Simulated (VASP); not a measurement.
# Al2O3 (P-3m1) in VASP: further runs

Al2O3 is run at these levels: PBEsol, BLYP+D3(BJ), PBEsol+D3(BJ); tasks: relaxation of cell and atoms.

All numbers are computed with VASP 6.6.1; they aren't measurements. Logs are shortened: lines on timing, memory, paths and dates and some standing lists are left out, and cuts for length are marked.

**1. The cell of the first run**

The structure is trigonal, space group P-3m1 (No. 164). The conventional cell has a = 3.017 Å, b = 3.017 Å, c = 7.575 Å, α = 90.00°, β = 90.00°, γ = 120.00°. Al (site symmetry 3m) has 4 O at 1.68 to 1.84 Å within 2.2 Å. Within 2.4 Å of O (site symmetry 3m) lie 3 Al at 1.84 Å. Within 2.2 Å of O (site symmetry -3m) lie 2 Al at 1.68 Å.

**2. Relaxation of cell and atoms, PBEsol**

Input file INCAR:

```
  PREC = Accurate
  ENCUT = 600
  EDIFF = 1E-6
  ISMEAR = 0
  SIGMA = 0.01
  LREAL = False
  LASPH = True
  NELM = 100
  ALGO = Normal
  ISIF = 3
  LWAVE = False
  LCHARG = False
  GGA = PS
  IBRION = 2
  NSW = 100
  EDIFFG = -0.01
```

Input file KPOINTS:

```
regular mesh
0
Gamma
  12 12 4
```

Input file POSCAR:

```
Al2O3
1.0
    3.0174830000      0.0000000000      0.0000000000
   -1.5087415000      2.6132169335      0.0000000000
    0.0000000000      0.0000000000      7.5746360000
Al O
2 3
Direct
    0.0000000000      0.0000000000      0.2779510000
    0.0000000000      0.0000000000      0.7220490000
    0.3333333333      0.6666666667      0.1994540000
    0.6666666667      0.3333333333      0.8005460000
    0.0000000000      0.0000000000      0.5000000000
```

Potentials or basis: VASP PAW PBE potentials, release 64 (Al, O).

Command:

```bash
> cat potpaw_PBE.64/Al/POTCAR potpaw_PBE.64/O/POTCAR > POTCAR
> mpirun -np 1 vasp_std > vasp.out
```

OUTCAR:

```text
PREC = Accurate
   ENCUT = 600
   EDIFF = 1E-6
   ISMEAR = 0
   LREAL = False
   LASPH = True
   NELM = 100
   ISIF = 3
   GGA = PS
   IBRION = 2
   NSW = 100
   EDIFFG = -0.01

 ion  position               nearest neighbor table
   1  0.000  0.000  0.278-   5 1.68   3 1.84   3 1.84   3 1.84   2 3.36
   2  0.000  0.000  0.722-   5 1.68   4 1.84   4 1.84   4 1.84   1 3.36
   3  0.333  0.667  0.199-   1 1.84   1 1.84   1 1.84
   4  0.667  0.333  0.801-   2 1.84   2 1.84   2 1.84
   5  0.000  0.000  0.500-   1 1.68   2 1.68

  LATTYP: Found a hexagonal cell.
 ALAT       =     3.0174830000
 C/A-ratio  =     2.5102497678

  Lattice vectors:

 A1 = (   3.0174830000,   0.0000000000,   0.0000000000)
 A2 = (  -1.5087415000,   2.6132169335,   0.0000000000)
 A3 = (   0.0000000000,   0.0000000000,   7.5746360000)

Analysis of symmetry for initial positions (statically):
=====================================================================
 Subroutine PRICEL returns:
 Original cell was already a primitive cell.

 Routine SETGRP: Setting up the symmetry group for a
 hexagonal supercell.

 Subroutine GETGRP returns: Found 12 space group operations
 (whereof 12 operations were pure point group operations)
 out of a pool of 24 trial point group operations.

The static configuration has the point symmetry D_3d.

Analysis of symmetry for dynamics (positions and initial velocities):
=====================================================================
 Subroutine PRICEL returns:
 Original cell was already a primitive cell.

 Routine SETGRP: Setting up the symmetry group for a
 hexagonal supercell.

 Subroutine GETGRP returns: Found 12 space group operations
 (whereof 12 operations were pure point group operations)
 out of a pool of 24 trial point group operations.

The dynamic configuration has the point symmetry D_3d.

 Subroutine INISYM returns: Found 12 space group operations
 (whereof 12 operations are pure point group operations),
 and found     1 'primitive' translations

----------------------------------------------------------------------------------------

                                     Primitive cell

  volume of cell :      59.7286

  direct lattice vectors                    reciprocal lattice vectors
     3.017483000  0.000000000  0.000000000     0.331402033  0.191335053  0.000000000
    -1.508741500  2.613216933  0.000000000     0.000000000  0.382670106  0.000000000
     0.000000000  0.000000000  7.574636000     0.000000000  0.000000000  0.132019545

  length of vectors
     3.017483000  3.017483000  7.574636000     0.382670106  0.382670106  0.132019545

  position of ions in fractional coordinates (direct lattice)
     0.000000000  0.000000000  0.277951000
     0.000000000  0.000000000  0.722049000
     0.333333333  0.666666667  0.199454000
     0.666666667  0.333333333  0.800546000
     0.000000000  0.000000000  0.500000000

  ion indices of the primitive-cell ions
   primitive index   ion index
                 1           1
                 2           2
                 3           3
                 4           4
                 5           5

----------------------------------------------------------------------------------------

 KPOINTS: regular mesh

Automatic generation of k-mesh.
 Grid dimensions read from file:
 generate k-points for:   12   12    4

 Generating k-lattice:

  Cartesian coordinates                     Fractional coordinates (reciprocal lattice)
     0.027616836  0.015944588  0.000000000     0.083333333  0.000000000  0.000000000
     0.000000000  0.031889175  0.000000000     0.000000000  0.083333333  0.000000000
     0.000000000  0.000000000  0.033004886     0.000000000  0.000000000  0.250000000

  Length of vectors
     0.031889175  0.031889175  0.033004886

  Shift w.r.t. Gamma in fractional coordinates (k-lattice)
     0.000000000  0.000000000  0.000000000

 Subroutine IBZKPT returns following result:
 ===========================================

 Found     69 irreducible k-points:

 Following reciprocal coordinates:
[... 40 lines left out ...]
  external PRESSURE =     -36.9515358 kB  Pullay stress =       0.0000000 kB
[... 98 lines left out ...]
  FREE ENERGIE OF THE ION-ELECTRON SYSTEM (eV)
  ---------------------------------------------------
  free  energy   TOTEN  =       -37.7532888319 eV

  energy  without entropy=      -37.7532888319  energy(sigma->0) =      -37.75328883

 E-fermi :   3.9734     XC(G=0): -10.0154

 val. band max:        3.9301323600   @ k =   0.0000   0.0000   0.0000
 cond. band min:       6.2674533542   @ k =   0.0000   0.0000   0.0000
 fundamental gap:      2.3373209942
 Fermi energy:         3.9734300388

 k-point     1 :       0.0000    0.0000    0.0000
  band No.  band energies     occupation
      1     -15.7895      2.00000
      2     -15.5928      2.00000
      3     -12.9479      2.00000
      4      -2.0647      2.00000
      5      -0.7158      2.00000
      6       0.1256      2.00000
[... 8 lines left out ...]
     15      11.2377      0.00000
     16      14.3868      0.00000
[... 420 lines left out ...]
  band No.  band energies     occupation
      1     -15.5466      2.00000
      2     -15.4259      2.00000
      3     -12.8268      2.00000
      4      -2.0813      2.00000
      5      -0.9592      2.00000
      6      -0.8213      2.00000
[... 8 lines left out ...]
     15      11.3081      0.00000
     16      13.2006      0.00000

 [... further k-points ...]

[... ionic steps 4 to 22 ...]

--------------------------------------- Ionic step       23  -------------------------------------------

 number of electron      24.0000008 magnetization

------------------------ aborting loop because EDIFF is reached ----------------------------------------

  FORCE on cell =-STRESS in cart. coord.  units (eV):
  Direction    XX          YY          ZZ          XY          YZ          ZX
  --------------------------------------------------------------------------------------
  -------------------------------------------------------------------------------------
  Total        0.0350904      0.0350904      0.0751687      0.0000000     -0.0000000     -0.0000000
  in kB        0.9447520      0.9447520      2.0237937      0.0000000     -0.0000000     -0.0000000
  external PRESSURE =       1.3044326 kB  Pullay stress =       0.0000000 kB
[... 63 lines left out ...]
  energy  without entropy=      -37.7553239760  energy(sigma->0) =      -37.75532398

--------------------------------------- Ionic step       25  -------------------------------------------

 number of electron      24.0000008 magnetization

 Free energy of the ion-electron system (eV)
  ---------------------------------------------------
  ext. energy  EPLUGINS =         0.00000000
  ---------------------------------------------------
  free energy    TOTEN  =       -37.75532179 eV

  energy without entropy =      -37.75532179  energy(sigma->0) =      -37.75532179

 E-fermi :   3.8973     XC(G=0):  -9.8945

 val. band max:        3.7767504004   @ k =   0.0000   0.0000   0.0000
 cond. band min:       6.1113139502   @ k =   0.0000   0.0000   0.0000
 fundamental gap:      2.3345635497
 Fermi energy:         3.8972885166

 k-point     1 :       0.0000    0.0000    0.0000
  band No.  band energies     occupation
      1     -15.9340      2.00000
      2     -15.7587      2.00000
      3     -13.0976      2.00000
      4      -2.2341      2.00000
      5      -0.8090      2.00000
      6      -0.0307      2.00000
[... 8 lines left out ...]
     15      11.0008      0.00000
     16      13.9144      0.00000
[... 420 lines left out ...]
  band No.  band energies     occupation
      1     -15.6963      2.00000
      2     -15.5864      2.00000
      3     -12.9781      2.00000
      4      -2.2305      2.00000
      5      -1.0934      2.00000
      6      -0.9769      2.00000
[... 8 lines left out ...]
     15      11.0867      0.00000
     16      12.9701      0.00000

 [... further k-points ...]

------------------------ aborting loop because EDIFF is reached ----------------------------------------

  FORCE on cell =-STRESS in cart. coord.  units (eV):
  Direction    XX          YY          ZZ          XY          YZ          ZX
  --------------------------------------------------------------------------------------
  -------------------------------------------------------------------------------------
  Total       -0.0420583     -0.0420583     -0.0326258      0.0000000      0.0000000      0.0000000
  in kB       -1.1312428     -1.1312428     -0.8775361      0.0000000      0.0000000      0.0000000
  external PRESSURE =      -1.0466739 kB  Pullay stress =       0.0000000 kB
[... 20 lines left out ...]
  FREE ENERGIE OF THE ION-ELECTRON SYSTEM (eV)
  ---------------------------------------------------
  free  energy   TOTEN  =       -37.7553217901 eV

  energy  without entropy=      -37.7553217901  energy(sigma->0) =      -37.75532179

 reached required accuracy - stopping structural energy minimisation
```

Run time: 15 min. Hardware: 1 thread of Intel Xeon 8259CL, shared host; peak memory 0.23 GiB.

Results:

| Item | Value |
| --- | --- |
| Free energy | -37.7553 eV |
| Relaxed volume | 11.91 Å³/atom |
| Relaxed cell | a = 2.989 Å, b = 2.989 Å, c = 7.698 Å, α = 90.00°, β = 90.00°, γ = 120.00° |
| Space group after relaxing (to 0.1 Å) | P-3m1 (No. 164) |
| Energy gained by relaxing | 3.7 meV/atom |
| Ionic steps | 25 |
| Pressure after relaxing | -0.1 GPa |
| Largest force after relaxing | 0.006 eV/Å |
| Band gap on the k mesh | 2.33 eV |

Forces on the atoms (eV/Å):
```
Al   0.000  0.000  0.003
Al   0.000  0.000 -0.003
O    0.000  0.000  0.006
O    0.000  0.000 -0.006
O    0.000  0.000  0.000
```

Step by step:
| step | energy change (eV) | largest force (eV/Å) | pressure (GPa) | volume (Å³) |
| --- | --- | --- | --- | --- |
| 1 | 0.0000 | 0.1892 | -3.70 | 59.73 |
| 2 | -0.0040 | 0.2141 | 3.60 | 57.38 |
| 3 | -0.0166 | 0.0657 | 0.06 | 58.45 |
| 4 | -0.0161 | 0.2622 | -0.04 | 58.39 |
| 5 | -0.0172 | 0.0715 | 0.01 | 58.43 |
| 6 | -0.0175 | 0.0160 | 0.03 | 58.42 |
| 7 | -0.0175 | 0.0187 | 0.03 | 58.42 |
| 8 | -0.0176 | 0.0180 | 0.04 | 58.43 |
| 9 | -0.0177 | 0.0170 | 0.06 | 58.48 |
| 10 | -0.0178 | 0.0146 | 0.09 | 58.56 |
| 11 | -0.0181 | 0.0423 | 0.16 | 58.73 |
| 12 | -0.0182 | 0.0996 | 0.31 | 59.07 |
| 13 | -0.0182 | 0.0994 | 0.36 | 59.08 |
| 14 | -0.0183 | 0.0960 | 0.35 | 59.09 |
| 15 | -0.0183 | 0.0907 | 0.34 | 59.11 |
| 16 | -0.0184 | 0.0800 | 0.32 | 59.15 |
| 17 | -0.0185 | 0.0587 | 0.28 | 59.24 |
| 18 | -0.0186 | 0.0180 | 0.17 | 59.41 |
| 19 | -0.0186 | 0.0226 | 0.18 | 59.47 |
| 20 | -0.0186 | 0.0290 | 0.11 | 59.60 |
| 21 | -0.0186 | 0.0254 | 0.15 | 59.52 |
| 22 | -0.0186 | 0.0245 | 0.15 | 59.50 |
| 23 | -0.0186 | 0.0214 | 0.13 | 59.51 |
| 24 | -0.0187 | 0.0123 | 0.05 | 59.53 |
| 25 | -0.0187 | 0.0064 | -0.10 | 59.57 |

Final structure:
```
Al O
1.0
     2.98914    0.00000    0.00000
    -1.49457    2.58867    0.00000
     0.00000    0.00000    7.69811
Al O
2 3
Cartesian
  0.0000 0.0000 2.1754
  0.0000 0.0000 5.5227
  0.0000 1.7258 1.5819
  1.4946 0.8629 6.1162
  0.0000 0.0000 3.8491
```

Caveat: the PAW data sets were made with another functional, which shifts forces and pressure a little. A k mesh can miss the band edges.

**3. Relaxation of cell and atoms, BLYP+D3(BJ)**

Input file INCAR:

```
SYSTEM = Al2O3
PREC = Accurate
ENCUT = 600
EDIFF = 1E-6
ISMEAR = 0
SIGMA = 0.01
LREAL = .FALSE.
LASPH = .TRUE.
NELM = 80
ALGO = Normal
ISIF = 3
LWAVE = .FALSE.
LCHARG = .FALSE.
GGA = B5
ALDAX = 1.0
AGGAX = 1.0
AGGAC = 1.0
ALDAC = 0.0
IVDW = 12
VDW_S6 = 1.0
VDW_S8 = 2.6996
VDW_A1 = 0.4298
VDW_A2 = 4.2359
IBRION = 2
NSW = 100
EDIFFG = -0.01
```

Input file KPOINTS:

```
Automatic mesh
0
G
  12 12 4
  0 0 0
```

POSCAR is that of step 2.

Potentials or basis: VASP PAW PBE potentials, release 64 (Al, O).

Command:

```bash
> cat potpaw_PBE.64/Al/POTCAR potpaw_PBE.64/O/POTCAR > POTCAR
> mpirun -np 1 vasp_std > vasp.out
```

Run time: 16 min. Hardware: 1 thread of Intel Xeon 8259CL, shared host; peak memory 0.24 GiB.

It converged, with:

```yaml
Free_energy: -36.6638 eV
Relaxed_volume: 11.21 Å³/atom
Relaxed_cell: a = 2.999 Å, b = 2.999 Å, c = 7.198 Å, α = 90.00°, β = 90.00°, γ = 120.00°
Space_group_after_relaxing_to_0.1_Å: P-3m1 (No. 164)
Energy_gained_by_relaxing: 7.8 meV/atom
Ionic_steps: 16
Pressure_after_relaxing: 0.0 GPa
Largest_force_after_relaxing: 0.010 eV/Å
Band_gap_on_the_k_mesh: 2.56 eV
Dispersion_energy_per_atom: -0.384 eV
```

Forces in eV/Å, atoms in the order of the input:
```
Al   0.000  0.000  0.010
Al   0.000  0.000 -0.010
O    0.000  0.000  0.002
O    0.000  0.000 -0.002
O    0.000  0.000  0.000
```

Step by step:
```
step  energy change (eV)  largest force (eV/Å)  pressure (GPa)  volume (Å³)
   1              0.0000                0.1450           -3.33        59.73
   2             -0.0016                0.4548            3.13        57.61
   3             -0.0128                0.2392           -0.13        58.62
   4             -0.0134                0.2238            0.06        58.33
   5             -0.0144                0.1548           -0.04        58.46
   6             -0.0175                0.1564            0.02        58.28
   7             -0.0260                0.1553            0.06        57.73
   8             -0.0363                0.1450            0.35        56.63
   9             -0.0109                0.0938            1.84        54.42
  10             -0.0361                0.1480            0.79        56.29
  11             -0.0381                0.1115            0.15        56.25
  12             -0.0383                0.1308           -0.12        56.23
  13             -0.0389                0.0597           -0.18        56.20
  14             -0.0390                0.0066           -0.24        56.17
  15             -0.0391                0.0050           -0.11        56.11
  16             -0.0392                0.0098            0.01        56.07
```

Final structure:
```cif
data_structure
_symmetry_space_group_name_H-M 'P 1'
_symmetry_Int_Tables_number 1
_cell_length_a 2.9990
_cell_length_b 2.9990
_cell_length_c 7.1982
_cell_angle_alpha 90.000
_cell_angle_beta 90.000
_cell_angle_gamma 120.000
_cell_volume 56.07
loop_
_atom_site_label
_atom_site_type_symbol
_atom_site_fract_x
_atom_site_fract_y
_atom_site_fract_z
_atom_site_occupancy
Al1 Al 0.00000 0.00000 0.26750 1
Al2 Al 0.00000 0.00000 0.73250 1
O1 O 0.33333 0.66667 0.18620 1
O2 O 0.66667 0.33333 0.81380 1
O3 O 0.00000 0.00000 0.50000 1
```

Levels at points of the mesh, in eV from the valence-band top:
| k point | band 10 | band 11 | band 12 | band 13 | band 14 | band 15 |
| --- | --- | --- | --- | --- | --- | --- |
| (0.00, 0.00, 0.00) | -2.23 | 0.00 | 0.00 | 2.56 | 4.71 | 7.80 |
| (0.50, 0.00, 0.00) | -3.13 | -1.82 | -0.49 | 4.72 | 6.54 | 8.35 |
| (0.00, 0.00, 0.50) | -3.31 | 0.00 | 0.00 | 3.51 | 3.80 | 8.47 |
| (0.50, 0.00, 0.50) | -3.42 | -1.72 | -0.49 | 5.39 | 5.64 | 8.40 |

Caveat: the PAW data sets were made with another functional, which shifts forces and pressure a little.

**4. Relaxation of cell and atoms, PBEsol+D3(BJ)**

Input file INCAR:

```
SYSTEM = Al2O3
ALGO     = Normal         ! electronic algorithm
EDIFF    = 1E-6           ! SCF threshold, eV
EDIFFG   = -0.01          ! ionic threshold
ENCUT    = 600            ! plane-wave cutoff, eV
GGA      = PS             ! functional
IBRION   = 2              ! ionic algorithm
ISIF     = 3              ! what is computed and relaxed
ISMEAR   = 0              ! smearing method
IVDW     = 12             ! dispersion correction
LASPH    = .True.         ! aspherical terms in the spheres
LCHARG   = .False.        ! write CHGCAR
LREAL    = .False.        ! projectors in reciprocal space
LWAVE    = .False.        ! write WAVECAR
NELM     = 80             ! most SCF steps
NSW      = 100            ! ionic steps
PREC     = Accurate       ! precision mode
SIGMA    = 0.01           ! smearing width, eV
```

Input file KPOINTS:

```
k-points
0
Gamma
  12 12 4
  0 0 0
```

POSCAR is that of step 3.

Command:

```bash
> cat potpaw_PBE.64/Al/POTCAR potpaw_PBE.64/O/POTCAR > POTCAR
> mpirun -np 1 vasp_std > vasp.out
```

Wall time 12 min (1 thread of Intel Xeon 8259CL, shared host); peak memory 0.24 GiB.

It converged, with:

```
Free energy                           : -38.4769 eV
Relaxed volume                        : 11.15 Å³/atom
Relaxed cell                          : a = 2.974 Å, b = 2.974 Å, c = 7.276 Å, α = 90.00°, β = 90.00°, γ = 120.00°
Space group after relaxing (to 0.1 Å) : P-3m1 (No. 164)
Energy gained by relaxing             : 9.9 meV/atom
Ionic steps                           : 16
Pressure after relaxing               : 0.1 GPa
Largest force after relaxing          : 0.005 eV/Å
Band gap on the k mesh                : 2.38 eV
Dispersion energy per atom            : -0.148 eV
```

Forces in eV/Å, atoms in the order of the input:
```
Al   0.000  0.000  0.005
Al   0.000  0.000 -0.005
O    0.000  0.000 -0.001
O    0.000  0.000  0.001
O    0.000  0.000  0.000
```

Stress tensor (GPa, compression positive):
```
 0.13  0.00  0.00
 0.00  0.13  0.00
 0.00  0.00 -0.06
```

Step by step:
| step | energy change (eV) | largest force (eV/Å) | pressure (GPa) | volume (Å³) |
| --- | --- | --- | --- | --- |
| 1 | 0.0000 | 0.1908 | -5.57 | 59.73 |
| 2 | -0.0076 | 0.4062 | 5.41 | 56.21 |
| 3 | -0.0358 | 0.1669 | -0.07 | 57.82 |
| 4 | -0.0348 | 0.3552 | -0.17 | 57.61 |
| 5 | -0.0374 | 0.1440 | -0.14 | 57.73 |
| 6 | -0.0388 | 0.0625 | -0.06 | 57.60 |
| 7 | -0.0390 | 0.0788 | -0.04 | 57.53 |
| 8 | -0.0399 | 0.0744 | -0.08 | 57.44 |
| 9 | -0.0426 | 0.0594 | -0.19 | 57.16 |
| 10 | -0.0466 | 0.0342 | -0.46 | 56.62 |
| 11 | -0.0478 | 0.1053 | -0.77 | 55.53 |
| 12 | -0.0486 | 0.0703 | -0.60 | 56.01 |
| 13 | -0.0484 | 0.0559 | 0.94 | 55.42 |
| 14 | -0.0492 | 0.0318 | 0.09 | 55.74 |
| 15 | -0.0492 | 0.0647 | 0.00 | 55.74 |
| 16 | -0.0493 | 0.0048 | 0.07 | 55.74 |

Final structure:
```
CELL_PARAMETERS angstrom
2.97413 0.00000 0.00000
-1.48707 2.57567 0.00000
0.00000 0.00000 7.27618
ATOMIC_POSITIONS crystal
Al 0.00000 0.00000 0.27044
Al 0.00000 0.00000 0.72956
O 0.33333 0.66667 0.18870
O 0.66667 0.33333 0.81130
O 0.00000 0.00000 0.50000
```

Levels at points of the mesh, in eV from the valence-band top:
```
           k point  band 8  band 9  band 10  band 11  band 12  band 13  band 14  band 15  band 16
(0.00, 0.00, 0.00)   -3.83   -3.83    -2.33     0.00     0.00     2.38     4.57     7.49    10.63
(0.50, 0.00, 0.00)   -4.41   -3.70    -3.23    -1.93    -0.53     4.35     6.24     8.26     9.20
(0.00, 0.00, 0.50)   -3.82   -3.70    -3.36     0.00     0.00     3.39     3.59     8.19     9.10
(0.50, 0.00, 0.50)   -4.46   -3.58    -3.56    -1.83    -0.52     4.97     5.41     8.26     8.77
```

Caveat: the PAW data sets were made with another functional, which shifts forces and pressure a little.

**5. Overview**

```tsv
level	gap on the mesh (eV)	pressure (GPa)	relaxed volume (Å³/atom)	largest force (eV/Å)
PBEsol	2.33	-0.1	11.91	0.01
BLYP+D3(BJ)	2.56	0.0	11.21	0.01
PBEsol+D3(BJ)	2.38	0.1	11.15	-
```

Alike in all rows: task relaxation of cell and atoms; potentials or basis VASP PAW PBE potentials, release 64 (Al, O); no spin polarisation; cell relaxed; k mesh 12 × 12 × 4; cutoff (eV) 600; smearing gaussian 0.01 eV.

Caveats: the PAW data sets were made with another functional, which shifts forces and pressure a little.

Total energies depend on the potentials used, so only differences within one code and one set of settings carry meaning.
